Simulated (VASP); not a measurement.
# TiAl (P-6m2) in VASP: a series of runs, part 3 of 3

VASP 6.6.1.

### Step 5. Single point, PBEsol

This run uses another cell than the first one, of 18.16 Å³/atom.

INCAR

```
SYSTEM = TiAl
  PREC = Accurate
  ENCUT = 520
  EDIFF = 1E-6
  ISMEAR = 0
  SIGMA = 0.15
  LREAL = .False.
  LASPH = .True.
  NELM = 100
  ALGO = Normal
  ISIF = 2
  LWAVE = .False.
  LCHARG = .False.
  GGA = PS
  NBANDS = 14
```

KPOINTS

```
regular mesh
0
Gamma
  18 18 10
  0 0 0
```

POSCAR

```
TiAl
1.0
    2.8475477334      0.0000000000      0.0000000000
   -1.4237738667      2.4660486756      0.0000000000
    0.0000000000      0.0000000000      5.1735000000
Ti Al
1 1
Direct
    0.0000000000      0.0000000000      0.0000000000
    0.3333333333      0.6666666667      0.5000000000
```

Potentials or basis: VASP PAW PBE potentials, release 64 (Ti_sv, Al).

The run is started by

```bash
$ cat potpaw_PBE.64/Ti_sv/POTCAR potpaw_PBE.64/Al/POTCAR > POTCAR
$ mpirun -np 1 vasp_std > vasp.out
```

OUTCAR:

```text
SYSTEM = TiAl
   PREC = Accurate
   ENCUT = 520
   EDIFF = 1E-6
   ISMEAR = 0
   LREAL = .False.
   LASPH = .True.
   NELM = 100
   ISIF = 2
   GGA = PS

 ion  position               nearest neighbor table
   1  0.000  0.000  0.000-   2 3.06   2 3.06   2 3.06   2 3.06   2 3.06   2 3.06
   2  0.333  0.667  0.500-   1 3.06   1 3.06   1 3.06   1 3.06   1 3.06   1 3.06

  LATTYP: Found a hexagonal cell.
 ALAT       =     2.8475477334
 C/A-ratio  =     1.8168264361

  Lattice vectors:

 A1 = (   2.8475477334,   0.0000000000,   0.0000000000)
 A2 = (  -1.4237738667,   2.4660486756,   0.0000000000)
 A3 = (   0.0000000000,   0.0000000000,   5.1735000000)

Analysis of symmetry for initial positions (statically):
=====================================================================
 Subroutine PRICEL returns:
 Original cell was already a primitive cell.

 Routine SETGRP: Setting up the symmetry group for a
 hexagonal supercell.

 Subroutine GETGRP returns: Found 12 space group operations
 (whereof 12 operations were pure point group operations)
 out of a pool of 24 trial point group operations.

The static configuration has the point symmetry D_3h.

Analysis of symmetry for dynamics (positions and initial velocities):
=====================================================================
 Subroutine PRICEL returns:
 Original cell was already a primitive cell.

 Routine SETGRP: Setting up the symmetry group for a
 hexagonal supercell.

 Subroutine GETGRP returns: Found 12 space group operations
 (whereof 12 operations were pure point group operations)
 out of a pool of 24 trial point group operations.

The dynamic configuration has the point symmetry D_3h.

 Subroutine INISYM returns: Found 12 space group operations
 (whereof 12 operations are pure point group operations),
 and found     1 'primitive' translations

----------------------------------------------------------------------------------------

                                     Primitive cell

  volume of cell :      36.3293
[... 119 lines left out ...]
   LRPA    =     F    only Hartree local field effects (RPA)
 non-spin polarized calculation
 Gauss-broadening in eV      SIGMA  =   0.15
  energy-cutoff  :      520.00
  volume of cell :       36.33
 maximum number of plane-waves:       996
 NGX is ok and might be reduce to    24
   NGX = 11   NGY = 11   NGZ = 19

 number of electron      15.0000003 magnetization

 Free energy of the ion-electron system (eV)
  ---------------------------------------------------
  ext. energy  EPLUGINS =         0.00000000
  ---------------------------------------------------
  free energy    TOTEN  =       -12.67008643 eV

  energy without entropy =      -12.64703541  energy(sigma->0) =      -12.65856092

 E-fermi :   7.0406     XC(G=0): -10.6561

 val. band max:        7.0387588957   @ k =   0.1667   0.1667   0.4000
 cond. band min:       7.0450267825   @ k =   0.1667   0.1667   0.5000
 fundamental gap:      0.0062678868
 Fermi energy:         7.0406351484

 k-point     1 :       0.0000    0.0000    0.0000
  band No.  band energies     occupation
      1     -49.4809      2.00000
      2     -25.9106      2.00000
      3     -25.4348      2.00000
      4     -25.4348      2.00000
      5      -1.7402      2.00000
      6       4.2787      2.00000
      7       4.5256      2.00000
      8       8.2119      0.00000
      9       8.2119      0.00000
     10       9.3647      0.00000
     11       9.7395      0.00000
     12       9.7395      0.00000
     13      20.2587      0.00000
     14      20.2587      0.00000
[... 377 lines left out ...]
      1     -49.3774      2.00000
      2     -26.0066      2.00000
      3     -25.8140      2.00000
      4     -25.6165      2.00000
      5       3.0767      2.00000
      6       5.3567      2.00000
      7       5.6863      2.00000
      8       6.2047      2.00000
      9       8.6132      0.00000
     10       9.6585      0.00000
     11      10.3666      0.00000
     12      10.9751      0.00000
     13      12.1015      0.00000
     14      13.0805      0.00000

 [... further k-points ...]

------------------------ aborting loop because EDIFF is reached ----------------------------------------

  FORCE on cell =-STRESS in cart. coord.  units (eV):
  Direction    XX          YY          ZZ          XY          YZ          ZX
  --------------------------------------------------------------------------------------
  -------------------------------------------------------------------------------------
  Total       -1.0554252     -1.0554252     -4.5927581      0.0000000     -0.0000000      0.0000000
  in kB      -46.5458474    -46.5458474   -202.5475748      0.0000000     -0.0000000      0.0000000
  external PRESSURE =     -98.5464232 kB  Pullay stress =       0.0000000 kB

 VOLUME and BASIS-vectors are now :
 -----------------------------------------------------------------------------
  energy-cutoff  :      520.00
  volume of cell :       36.33
      direct lattice vectors                 reciprocal lattice vectors
     2.847547733  0.000000000  0.000000000     0.351179363  0.202753500  0.000000000
    -1.423773867  2.466048676  0.000000000     0.000000000  0.405507000  0.000000000
     0.000000000  0.000000000  5.173500000     0.000000000  0.000000000  0.193292742

 POSITION                                       TOTAL-FORCE (eV/Angst)
 -----------------------------------------------------------------------------------
      0.00000      0.00000      0.00000         0.000000      0.000000      0.000000
     -0.00000      1.64403      2.58675        -0.000000     -0.000000      0.000000
 -----------------------------------------------------------------------------------
    total drift:                                0.000000     -0.000000      0.000000

  FREE ENERGIE OF THE ION-ELECTRON SYSTEM (eV)
  ---------------------------------------------------
  free  energy   TOTEN  =       -12.6700864334 eV

  energy  without entropy=      -12.6470354097  energy(sigma->0) =      -12.65856092
```

It took 79 s on 1 thread of Intel Xeon Platinum 8259CL at 2.50GHz (Skylake/Cascade Lake), shared host; peak memory 0.25 GiB.

Results:

```
Free energy            : -12.6701 eV
Pressure               : -9.9 GPa
Band gap on the k mesh : zero (an odd number of electrons rules out a gap without spin polarisation)
```

Stress tensor (GPa, compression positive):
```
 -4.65   0.00   0.00
  0.00  -4.65   0.00
  0.00   0.00 -20.25
```

Levels at points of the mesh, in eV from the Fermi level:
```csv
k point,band 5,band 6,band 7,band 8,band 9,band 10
"(0.00, 0.00, 0.00)",-8.78,-2.76,-2.52,1.17,1.17,2.32
"(0.50, 0.00, 0.00)",-3.38,-2.61,-1.46,-1.16,2.08,3.26
"(0.00, 0.00, 0.50)",-8.21,-5.29,-0.96,1.18,1.18,2.67
"(0.50, 0.00, 0.50)",-3.31,-2.47,-1.81,0.55,0.81,1.79
```

Caveat: the stress differs along the axes, from -20 to -5 GPa; the PAW data sets were made with another functional, which shifts forces and pressure a little.

### Step 6. Single point, PBEsol

This run uses another cell than the first one, of 18.10 Å³/atom.

INCAR

```
ALGO = Fast
EDIFF = 1E-6
ENCUT = 520
GGA = PS
ISIF = 2
ISMEAR = 0
LASPH = T
LCHARG = F
LREAL = F
LWAVE = F
NBANDS = 14
NELM = 60
PREC = Accurate
SIGMA = 0.15
```

KPOINTS

```
k-points
0
Gamma
  18 18 10
```

POSCAR

```
TiAl
1.0
    2.8950000000      0.0000000000      0.0000000000
   -1.4475000000      2.5071435440      0.0000000000
    0.0000000000      0.0000000000      4.9887000000
Ti Al
1 1
Direct
    0.0000000000      0.0000000000      0.0000000000
    0.3333333333      0.6666666667      0.5000000000
```

Potentials or basis: VASP PAW PBE potentials, release 64 (Ti_sv, Al).

The run is started by

```bash
$ cat potpaw_PBE.64/Ti_sv/POTCAR potpaw_PBE.64/Al/POTCAR > POTCAR
$ mpirun -np 1 vasp_std > vasp.out
```

OUTCAR:

```text
EDIFF = 1E-6
   ENCUT = 520
   GGA = PS
   ISIF = 2
   ISMEAR = 0
   LASPH = T
   LREAL = F
   NELM = 60
   PREC = Accurate

 ion  position               nearest neighbor table
   1  0.000  0.000  0.000-   2 3.00   2 3.00   2 3.00   2 3.00   2 3.00   2 3.00
   2  0.333  0.667  0.500-   1 3.00   1 3.00   1 3.00   1 3.00   1 3.00   1 3.00

  LATTYP: Found a hexagonal cell.
 ALAT       =     2.8950000000
 C/A-ratio  =     1.7232124352

  Lattice vectors:

[... 595 lines left out ...]
 [... further k-points ...]

------------------------ aborting loop because EDIFF is reached ----------------------------------------

  FORCE on cell =-STRESS in cart. coord.  units (eV):
  Direction    XX          YY          ZZ          XY          YZ          ZX
  --------------------------------------------------------------------------------------
  -------------------------------------------------------------------------------------
  Total       -1.6308756     -1.6308756     -3.5995839      0.0000000     -0.0000000      0.0000000
  in kB      -72.1632788    -72.1632788   -159.2750419      0.0000000     -0.0000000      0.0000000
  external PRESSURE =    -101.2005332 kB  Pullay stress =       0.0000000 kB

 VOLUME and BASIS-vectors are now :
 -----------------------------------------------------------------------------
  energy-cutoff  :      520.00
  volume of cell :       36.21
      direct lattice vectors                 reciprocal lattice vectors
     2.895000000  0.000000000  0.000000000     0.345423143  0.199430145  0.000000000
    -1.447500000  2.507143544  0.000000000     0.000000000  0.398860290  0.000000000
     0.000000000  0.000000000  4.988700000     0.000000000  0.000000000  0.200453024

 POSITION                                       TOTAL-FORCE (eV/Angst)
 -----------------------------------------------------------------------------------
      0.00000      0.00000      0.00000        -0.000000      0.000000      0.000000
     -0.00000      1.67143      2.49435         0.000000     -0.000000      0.000000
 -----------------------------------------------------------------------------------
    total drift:                                0.000000     -0.000000      0.000000

  FREE ENERGIE OF THE ION-ELECTRON SYSTEM (eV)
  ---------------------------------------------------
  free  energy   TOTEN  =       -12.7744834662 eV

  energy  without entropy=      -12.7486436772  energy(sigma->0) =      -12.76156357
```

OSZICAR:

```text
N       E                     dE             d eps       ncg     rms          rms(c)
DAV:   1     0.975162790686E+02    0.97516E+02   -0.70962E+03  6228   0.106E+03
DAV:   2    -0.841859606465E+01   -0.10593E+03   -0.10177E+03  6462   0.295E+02
DAV:   3    -0.142546197502E+02   -0.58360E+01   -0.56735E+01  9602   0.655E+01
[... 21 lines left out ...]
RMM:  25    -0.127744769116E+02   -0.29614E-05   -0.31401E-05  6827   0.222E-02    0.173E-03
RMM:  26    -0.127744795841E+02   -0.26726E-05   -0.28417E-05  6346   0.182E-02    0.145E-03
RMM:  27    -0.127744811894E+02   -0.16053E-05   -0.17473E-05  5804   0.151E-02    0.906E-04
RMM:  28    -0.127744825605E+02   -0.13711E-05   -0.14905E-05  5552   0.131E-02    0.400E-04
RMM:  29    -0.127744834662E+02   -0.90569E-06   -0.98175E-06  5231   0.116E-02
   1 F= -.12774483E+02 E0= -.12761564E+02  d E =-.258398E-01
```

It took 3.1 min on 1 thread of Intel Xeon Platinum 8259CL at 2.50GHz (Skylake/Cascade Lake), shared host; peak memory 0.25 GiB.

What came out:

* Free energy: -12.7745 eV
* Pressure: -10.1 GPa
* Band gap on the k mesh: zero (an odd number of electrons rules out a gap without spin polarisation)

Stress tensor (GPa, compression positive):
```
 -7.22   0.00   0.00
  0.00  -7.22   0.00
  0.00   0.00 -15.93
```

Caveat: the stress differs along the axes, from -16 to -7 GPa; the PAW data sets were made with another functional, which shifts forces and pressure a little.

### Step 7. Overview

```tsv
cell	gap on the mesh (eV)	pressure (GPa)
a = 2.990, b = 2.990, c = 4.619 Å, angles 90.0, 90.0, 120.0°, 2 atoms	none	-8.7
a = 2.876, b = 2.876, c = 4.989 Å, angles 90.0, 90.0, 120.0°, 2 atoms	none	-9.1
a = 2.942, b = 2.942, c = 4.804 Å, angles 90.0, 90.0, 120.0°, 2 atoms	none	-9.6
a = 2.848, b = 2.848, c = 5.173 Å, angles 90.0, 90.0, 120.0°, 2 atoms	none	-9.9
a = 2.895, b = 2.895, c = 4.989 Å, angles 90.0, 90.0, 120.0°, 2 atoms	none	-10.1
```

Alike in all rows: task single point; level PBEsol; potentials or basis VASP PAW PBE potentials, release 64 (Ti_sv, Al); no spin polarisation; k mesh 18 × 18 × 10; cutoff (eV) 520; smearing gaussian 0.15 eV.

Caveats: the PAW data sets were made with another functional, which shifts forces and pressure a little; the cell stands under tension (at least some runs); the stress differs along the axes, from -16 to -6 GPa (at least some runs); the stress differs along the axes, from -20 to -5 GPa (at least some runs); the stress differs along the axes, from -16 to -7 GPa (at least some runs).

Total energies depend on the potentials used, so only differences within one code and one set of settings carry meaning.
